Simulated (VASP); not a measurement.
The system is DyRhN2.

```xyz
4
Lattice="2.7900 0.0000 0.0000 0.0000 2.7900 0.0000 0.0000 0.0000 7.5838" Properties=species:S:1:pos:R:3 pbc="T T T"
Dy    0.0000    0.0000    3.7919
Rh    0.0000    0.0000    0.0000
N     1.3950    1.3950    1.8649
N     1.3950    1.3950    5.7189
```

The cell was built from a structure type or drawn by symmetry, and may not be a known phase.

- Program: VASP 6.6.1
- Task: relaxation of cell and atoms
- Functional: PBE
- Potentials or basis: VASP PAW PBE potentials, release 64 (Dy_3, Rh_pv, N), 4f in core
- Cutoff: 600 eV
- k mesh: 6 × 6 × 2
- Occupations: gaussian, width 0.1 eV
- Spin: collinear spin, ferromagnetic start
- Starting moments: [0.0, 1.0, 0.0, 0.0] μB

At the start: pressure -19.0 GPa; volume 14.76 Å³/atom.

Problem. How do energy, volume and symmetry change on relaxing?

Solution. Over 11 steps the energy falls by 1005.4 meV/atom and the volume is 11.57 Å³/atom (-21.6 %); space group P4/mmm (No. 123, to 0.1 Å) before and after; moment 0.00 μB per cell.

The path:
```tsv
step	energy change (eV)	largest force (eV/Å)	pressure (GPa)	volume (Å³)
1	0.0000	0.3562	-18.95	59.03
2	-3.7465	1.1161	10.48	44.23
3	-3.7513	1.1563	12.18	43.90
4	-3.9177	0.1489	-2.06	47.43
5	-3.9875	0.5328	1.87	46.15
6	-4.0098	0.2491	-2.35	46.96
7	-4.0101	0.2768	-1.95	46.87
8	-4.0208	0.0875	-0.19	46.29
9	-4.0211	0.0332	0.45	46.14
10	-4.0211	0.0447	0.34	46.17
11	-4.0218	0.0100	-0.03	46.28
```

Final structure:
```cif
data_structure
_symmetry_space_group_name_H-M 'P 1'
_symmetry_Int_Tables_number 1
_cell_length_a 2.8765
_cell_length_b 2.8765
_cell_length_c 5.5928
_cell_angle_alpha 90.000
_cell_angle_beta 90.000
_cell_angle_gamma 90.000
_cell_volume 46.28
loop_
_atom_site_label
_atom_site_type_symbol
_atom_site_fract_x
_atom_site_fract_y
_atom_site_fract_z
_atom_site_occupancy
Dy1 Dy 0.00000 0.00000 0.50000 1
Rh1 Rh 0.00000 0.00000 0.00000 1
N1 N 0.50000 0.50000 0.23353 1
N2 N 0.50000 0.50000 0.76647 1
```

Caveat: the k points lie up to 0.56 Å⁻¹ apart in the final cell, too coarse for converged energies and pressures of a metal; the magnetic or orbital state may not be the lowest; the electronic state changed during the relaxation; the volume moved by over 15 % at a fixed basis, so the end points are rough.
